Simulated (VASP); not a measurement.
# Mg (Im-3m) in VASP: notebook, part 3 of 3

VASP 6.6.1. Earlier steps stand in the parts before.

## Step 5: Relaxation of cell and atoms, PBEsol, target pressure 100 GPa, at which the enthalpy is minimised

This run uses another cell than the first one, of 11.14 Å³/atom.

INCAR

```
PREC     = Accurate       # precision mode
ENCUT    = 600            # plane-wave cutoff, eV
EDIFF    = 1E-7           # SCF threshold, eV
ISMEAR   = 0              # smearing method
SIGMA    = 0.1            # smearing width, eV
LREAL    = False          # projectors in reciprocal space
LASPH    = True           # aspherical terms in the spheres
NELM     = 100            # most SCF steps
ALGO     = Fast           # electronic algorithm
ISIF     = 3              # what is computed and relaxed
LWAVE    = False          # write WAVECAR
LCHARG   = False          # write CHGCAR
GGA      = PS             # functional
IBRION   = 2              # ionic algorithm
NSW      = 70             # ionic steps
EDIFFG   = -0.004         # ionic threshold
PSTRESS  = 1000.0
```

KPOINTS

```
regular mesh
0
Gamma
  20 20 20
```

POSCAR

```
Mg
1.0
   -1.4067699698      1.4067699698      1.4067699698
    1.4067699698     -1.4067699698      1.4067699698
    1.4067699698      1.4067699698     -1.4067699698
Mg
1
Direct
    0.0000000000      0.0000000000      0.0000000000
```

Potentials or basis: VASP PAW PBE potentials, release 64 (Mg).

The run is started by

```bash
$ cat potpaw_PBE.64/Mg/POTCAR > POTCAR
$ mpirun -np 1 vasp_std > vasp.out
```

OUTCAR:

```text
PREC = Accurate
   ENCUT = 600
   EDIFF = 1E-7
   ISMEAR = 0
   LREAL = False
   LASPH = True
   NELM = 100
   ISIF = 3
   GGA = PS
   IBRION = 2
   NSW = 70
   EDIFFG = -0.004
   PSTRESS = 1000.0

 ion  position               nearest neighbor table
   1  0.000  0.000  0.000-

  LATTYP: Found a body centered cubic cell.
 ALAT       =     2.8135399396

  Lattice vectors:

 A1 = (  -1.4067699698,   1.4067699698,   1.4067699698)
 A2 = (   1.4067699698,  -1.4067699698,   1.4067699698)
 A3 = (   1.4067699698,   1.4067699698,  -1.4067699698)

Analysis of symmetry for initial positions (statically):
=====================================================================
 Subroutine PRICEL returns:
 Original cell was already a primitive cell.

 Routine SETGRP: Setting up the symmetry group for a
 body centered cubic supercell.

 Subroutine GETGRP returns: Found 48 space group operations
 (whereof 48 operations were pure point group operations)
 out of a pool of 48 trial point group operations.

The static configuration has the point symmetry O_h .

Analysis of symmetry for dynamics (positions and initial velocities):
=====================================================================
 Subroutine PRICEL returns:
 Original cell was already a primitive cell.

 Routine SETGRP: Setting up the symmetry group for a
 body centered cubic supercell.

 Subroutine GETGRP returns: Found 48 space group operations
 (whereof 48 operations were pure point group operations)
 out of a pool of 48 trial point group operations.

The dynamic configuration has the point symmetry O_h .

 Subroutine INISYM returns: Found 48 space group operations
 (whereof 48 operations are pure point group operations),
 and found     1 'primitive' translations

----------------------------------------------------------------------------------------

                                     Primitive cell

  volume of cell :      11.1360

  direct lattice vectors                    reciprocal lattice vectors
    -1.406769970  1.406769970  1.406769970     0.000000000  0.355424135  0.355424135
     1.406769970 -1.406769970  1.406769970     0.355424135  0.000000000  0.355424135
     1.406769970  1.406769970 -1.406769970     0.355424135  0.355424135  0.000000000

  length of vectors
     2.436597062  2.436597062  2.436597062     0.502645632  0.502645632  0.502645632

  position of ions in fractional coordinates (direct lattice)
     0.000000000  0.000000000  0.000000000

  ion indices of the primitive-cell ions
   primitive index   ion index
                 1           1

----------------------------------------------------------------------------------------

 KPOINTS: regular mesh

Automatic generation of k-mesh.
 Grid dimensions read from file:
 generate k-points for:   20   20   20

 Generating k-lattice:

  Cartesian coordinates                     Fractional coordinates (reciprocal lattice)
     0.000000000  0.017771207  0.017771207     0.050000000  0.000000000  0.000000000
     0.017771207  0.000000000  0.017771207     0.000000000  0.050000000  0.000000000
     0.017771207  0.017771207  0.000000000     0.000000000  0.000000000  0.050000000

  Length of vectors
     0.025132282  0.025132282  0.025132282

  Shift w.r.t. Gamma in fractional coordinates (k-lattice)
     0.000000000  0.000000000  0.000000000

 Subroutine IBZKPT returns following result:
 ===========================================

 Found    256 irreducible k-points:

 Following reciprocal coordinates:
            Coordinates               Weight
  0.000000  0.000000  0.000000      1.000000
  0.050000  0.000000  0.000000     12.000000
  0.100000  0.000000  0.000000     12.000000
  0.150000  0.000000  0.000000     12.000000
  0.200000  0.000000  0.000000     12.000000
  0.250000  0.000000  0.000000     12.000000
[... 16 lines left out ...]
  0.200000  0.100000 -0.000000     48.000000
  0.250000  0.100000 -0.000000     48.000000
 [... further k-points ...]
   k-points           NKPTS =    256   k-points in BZ     NKDIM =    256   number of bands    NBANDS=      5
   number of dos      NEDOS =    301   number of ions     NIONS =      1
   total plane-waves  NPLWV =   8000
   dimension x,y,z NGX =    20 NGY =   20 NGZ =   20
   dimension x,y,z NGXF=    40 NGYF=   40 NGZF=   40
   ions per type =               1
   NGX,Y,Z   is equivalent  to a cutoff of  13.65, 13.65, 13.65 a.u.
   NGXF,Y,Z  is equivalent  to a cutoff of  27.29, 27.29, 27.29 a.u.
 SYSTEM =  unknown system
   PREC   = accura    normal or accurate (medium, high low for compatibility)
   ISTART =      0    job   : 0-new  1-cont  2-samecut
   ICHARG =      2    charge: 1-file 2-atom 10-const
   ISPIN  =      1    spin polarized calculation?
   LNONCOLLINEAR =      F non collinear calculations
   LSORBIT =      F    spin-orbit coupling
   LASPH  =      T    aspherical Exc in radial PAW
   ENCUT  =  600.0 eV  44.10 Ry    6.64 a.u.   4.87  4.87  4.87*2*pi/ulx,y,z
   NELM   =    100;   NELMIN=  2; NELMDL= -5     # of ELM steps
   EDIFF  = 0.1E-06   stopping-criterion for ELM
   LREAL  =      F    real-space projection
   EDIFFG = -.4E-02   stopping-criterion for IOM
   NSW    =     70    number of steps for IOM
   IBRION =      2    ionic relax: 0-MD 1-quasi-New 2-CG
   NFREE  =      1    steps in history (QN), initial steepest desc. (CG)
   ISIF   =      3    stress and relaxation
   ISYM   =      2    0-nonsym 1-usesym 2-fastsym
   POTIM  = 0.5000    time-step for ionic-motion
   TEBEG  =    0.0;   TEEND  =   0.0 temperature during run
   PSTRESS= 1000.0 pullay stress
   NELECT =       2.0000    total number of electrons
   NUPDOWN=      -1.0000    fix difference up-down
   EMIN   =  10.00;   EMAX   =-10.00  energy-range for DOS
   EFERMI =   0.00;   METHOD = LEGACY
   ISMEAR =     0;   SIGMA  =   0.10  broadening in eV -4-tet -1-fermi 0-gaus
   EFERMI_NEDOS =   21; number of points for ismear=-14 and -15
   IALGO  =     68    algorithm
   IMIX   =      4    mixing-type and parameters
     AMIX     =   0.40;   BMIX     =  1.00
     AMIX_MAG =   1.60;   BMIX_MAG =  1.00
  volume/ion in A,a.u.               =      11.14        75.15
  Fermi-wavevector in a.u.,A,eV,Ry     =   0.923652  1.745449 11.607581  0.853133
  Thomas-Fermi vector in A             =   2.049312
   LORBIT       =      0    0 simple, 1 ext, 2 COOP (PROOUT), +10 PAW based schemes
   GGA     = PS    functional components
   LHFCALC =     F    Hartree Fock is set to
   AEXX    =    0.0000 exact exchange contribution
   IVDW    =     0    specifies the selected vdW correction
   LEPSILON=     F    determine dielectric tensor
   LRPA    =     F    only Hartree local field effects (RPA)
 conjugate gradient relaxation of ions
 non-spin polarized calculation
 RMM-DIIS sequential band-by-band and
 Gauss-broadening in eV      SIGMA  =   0.10
  energy-cutoff  :      600.00
  volume of cell :       11.14
 maximum number of plane-waves:       386
   NGX =  9   NGY =  9   NGZ =  9

--------------------------------------- Ionic step        1  -------------------------------------------

 number of electron       2.0000000 magnetization

 Free energy of the ion-electron system (eV)
  ---------------------------------------------------
  ext. energy  EPLUGINS =         0.00000000
  ---------------------------------------------------
  free energy    TOTEN  =         0.33293397 eV

  energy without entropy =        0.33390722  energy(sigma->0) =        0.33342059

------------------------ aborting loop because EDIFF is reached ----------------------------------------

  FORCE on cell =-STRESS in cart. coord.  units (eV):
  Direction    XX          YY          ZZ          XY          YZ          ZX
  --------------------------------------------------------------------------------------
  -------------------------------------------------------------------------------------
  Total        7.1388699      7.1388699      7.1388699      0.0000000      0.0000000     -0.0000000
  in kB     1027.0954129   1027.0954129   1027.0954129      0.0000000      0.0000000     -0.0000000
  external PRESSURE =      27.0954129 kB  Pullay stress =    1000.0000000 kB
[... 61 lines left out ...]
--------------------------------------- Ionic step        3  -------------------------------------------

 number of electron       2.0000000 magnetization

 Free energy of the ion-electron system (eV)
  ---------------------------------------------------
  ext. energy  EPLUGINS =         0.00000000
  ---------------------------------------------------
  free energy    TOTEN  =         0.27669171 eV

  energy without entropy =        0.27765878  energy(sigma->0) =        0.27717524

 E-fermi :   7.7530     XC(G=0): -11.1353

 val. band max:        7.6994952345   @ k =   0.3000   0.2500   0.1500
 cond. band min:       7.7679614590   @ k =  -0.3500  -0.3500   0.0500
 fundamental gap:      0.0684662245
 Fermi energy:         7.7530383683

 k-point     1 :       0.0000    0.0000    0.0000
  band No.  band energies     occupation
      1      -2.8746      2.00000
      2      26.3519      0.00000
      3      26.3519      0.00000
      4      26.3519      0.00000
      5      29.3498      0.00000
[... 177 lines left out ...]
 k-point    24 :       0.2500    0.1000   -0.0000
  band No.  band energies     occupation
      1       0.7306      2.00000
      2      13.7995      0.00000
      3      18.5292      0.00000
      4      24.2782      0.00000
      5      25.7871      0.00000

 [... further k-points ...]

------------------------ aborting loop because EDIFF is reached ----------------------------------------

  FORCE on cell =-STRESS in cart. coord.  units (eV):
  Direction    XX          YY          ZZ          XY          YZ          ZX
  --------------------------------------------------------------------------------------
  -------------------------------------------------------------------------------------
  Total        7.0053803      7.0053803      7.0053803     -0.0000000     -0.0000000     -0.0000000
  in kB      999.9053679    999.9053679    999.9053679     -0.0000000     -0.0000000     -0.0000000
  external PRESSURE =      -0.0946321 kB  Pullay stress =    1000.0000000 kB
[... 20 lines left out ...]
  energy  without entropy=        0.2776587802  energy(sigma->0) =        0.27717524

  enthalpy is  TOTEN    =         7.2827350226 eV   P V=        7.0060433138

 reached required accuracy - stopping structural energy minimisation
```

It took 47 s on 1 thread of Intel Xeon 8259CL, shared host; peak memory 0.15 GiB.

What came out:

| Item | Value |
| --- | --- |
| Free energy | 0.2767 eV |
| Relaxed volume | 11.22 Å³/atom |
| Relaxed cell | a = 2.443 Å, b = 2.443 Å, c = 2.443 Å, α = 109.47°, β = 109.47°, γ = 109.47° |
| Space group after relaxing (to 0.1 Å) | Im-3m (No. 229) |
| Energy change on relaxing (the run minimises the enthalpy) | -56.2 meV/atom |
| Ionic steps | 3 |
| Pressure after relaxing | 100.0 GPa |
| Band gap on the k mesh | zero (bands 1 and 2 overlap by 4.73 eV) |

The path:
```csv
step,energy change (eV),largest force (eV/Å),pressure (GPa),volume (Å³)
1,0.0000,0.0000,102.71,11.14
2,-0.1876,0.0000,93.67,11.44
3,-0.0562,0.0000,99.99,11.22
```

Final structure:
```
Mg
1.0
    -1.41050    1.41050    1.41050
     1.41050   -1.41050    1.41050
     1.41050    1.41050   -1.41050
Mg
1
Direct
  0.00000 0.00000 0.00000
```

Caveat: the cell is relaxed towards a set pressure, so the run minimises the enthalpy, not the energy; the PAW data sets were made with another functional, which shifts forces and pressure a little.

## Step 6: The runs side by side

| task | cell | cutoff (eV) | gap on the mesh (eV) | pressure (GPa) |
| --- | --- | --- | --- | --- |
| single point | a = 2.708 Å, angles 109.5°, 1 atom | 520 | none | 30.5 |
| single point | a = 2.866 Å, angles 109.5°, 1 atom | 520 | none | 12.1 |
| single point | a = 3.079 Å, angles 109.5°, 1 atom | 520 | none | -0.1 |
| relaxation of cell and atoms | relaxed to 100 GPa from a = 2.437 Å, angles 109.5°, 1 atom | 600 | none | 100.0 |

Alike in all rows: level PBEsol; potentials or basis VASP PAW PBE potentials, release 64 (Mg); no spin polarisation; k mesh 20 × 20 × 20; smearing gaussian 0.1 eV.

Caveats: the PAW data sets were made with another functional, which shifts forces and pressure a little; the cell stands under pressure (at least some runs); the cell is relaxed towards a set pressure, so the run minimises the enthalpy, not the energy (at least some runs).

Absolute energies hang on the potentials; compare differences alone.
